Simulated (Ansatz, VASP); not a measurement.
**Two plane-wave programs on PbSe**

Contents of POSCAR:

```
PbSe
1.0
    0.0000000000      3.0575010756      3.0575010756
    3.0575010756      0.0000000000      3.0575010756
    3.0575010756      3.0575010756      0.0000000000
Pb Se
1 1
Direct
    0.0000000000      0.0000000000      0.0000000000
    0.5000000000      0.5000000000      0.5000000000
```

File INCAR.step1:

```
SYSTEM = PbSe
  PREC = Accurate
  ENCUT = 520
  ISMEAR = 0
  SIGMA = 0.01
  LREAL = .False.
  LASPH = .True.
  NELM = 80
  NBANDS = 17
  GGA = PE
  ALGO = Normal
  EDIFF = 1E-4
  LWAVE = .True.
  LCHARG = .False.
```

INCAR.step2

```
SYSTEM = PbSe
  PREC = Accurate
  ENCUT = 520
  EDIFF = 1E-6
  ISMEAR = 0
  SIGMA = 0.01
  LREAL = .False.
  LASPH = .True.
  NELM = 80
  ALGO = Normal
  ISIF = 2
  LWAVE = .False.
  LCHARG = .True.
  METAGGA = R2SCAN
  LMIXTAU = .True.
  LELF = .True.
  LVHAR = .True.
  NBANDS = 17
  ISTART = 1
```

Contents of KPOINTS:

```
Automatic mesh
0
Gamma
  6 6 6
  0 0 0
```

Input for Ansatz:

```yaml
crystal:
  lattice:
    - [0.0, 3.0575010756, 3.0575010756]
    - [3.0575010756, 0.0, 3.0575010756]
    - [3.0575010756, 3.0575010756, 0.0]
  atoms:
    - { symbol: Pb, position: [0.0, 0.0, 0.0] }
    - { symbol: Se, position: [0.5, 0.5, 0.5] }
kpoints:
  mp_grid: { grid: [6, 6, 6] }
hamiltonian:
  xc: r2scan
scf:
  occupations: { method: fixed }
  n_extra_bands: 4
output:
  forces: true
  stress: true
  eigenvalues: true
```

Alike in both runs: task single point; functional r2SCAN; k mesh 6 × 6 × 6; no spin polarisation.

|  | VASP | Ansatz |
| --- | --- | --- |
| version | VASP 6.6.1 | Ansatz 0.2.0 |
| potentials or method | VASP PAW PBE potentials, release 64 (Pb_d, Se) | plane waves, PAW |
| plane-wave cutoff (eV) | 520 | 500 |
| occupations | gaussian, width 0.01 eV | fixed |
| valence electrons in the cell | 20 | 30 |

|  | VASP | Ansatz | Ansatz less VASP |
| --- | --- | --- | --- |
| gap on the k mesh at the Fermi level (eV) | 0.57 | 0.56 | -0.007 |
| pressure (GPa) | 1.7 | 1.7 | -0.02 |

VASP's potentials were made for PBE, not for r2SCAN. VASP's potentials hold 20 valence electrons a cell and Ansatz's 30, so a difference there can come from the potentials and not from the codes.

Neither program's run includes spin-orbit coupling.
